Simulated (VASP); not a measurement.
BN, 2 atoms in the cell. It takes space group Cm (No. 8, monoclinic). The conventional cell has a = 4.332 Å, b = 2.503 Å, c = 4.112 Å, α = 90.00°, β = 121.79°, γ = 90.00°. Within 2.0 Å of B (site symmetry m) lie 3 N at 1.51 Å. N (site symmetry m) has 3 B at 1.51 Å within 2.0 Å.  This cell differs from its parent crystal: atom 2 (N) moved by (-0.450, +0.000) A along y and z.

```yaml
Program: VASP 6.6.1
Task: single point
Functional: PBE
Dispersion: D3(BJ)
Potentials_or_basis: VASP PAW PBE potentials, release 64 (B, N)
Cutoff: 600 eV
k_mesh: 12 × 12 × 12
Occupations: gaussian, width 0.05 eV
Spin: no spin polarisation
Dipole_correction: no
Further_INCAR_settings: ALGO = Normal; EDIFF = 1e-06; NBANDS = 11
```

Potentials or basis: VASP PAW PBE potentials, release 64 (B, N).

Launch:

```sh
$ cat potpaw_PBE.64/B/POTCAR potpaw_PBE.64/N/POTCAR > POTCAR
$ mpirun -np 1 vasp_std > vasp.out
```

Hardware: 1 thread of Intel Xeon 6975P-C, on a shared host.

Problem. How long does it take, and how much memory?

Solution. Wall time 89 s on 1 thread of Intel Xeon 6975P-C (shared host), peak memory 0.26 GiB. Counts: scf iterations 13, k points 476.
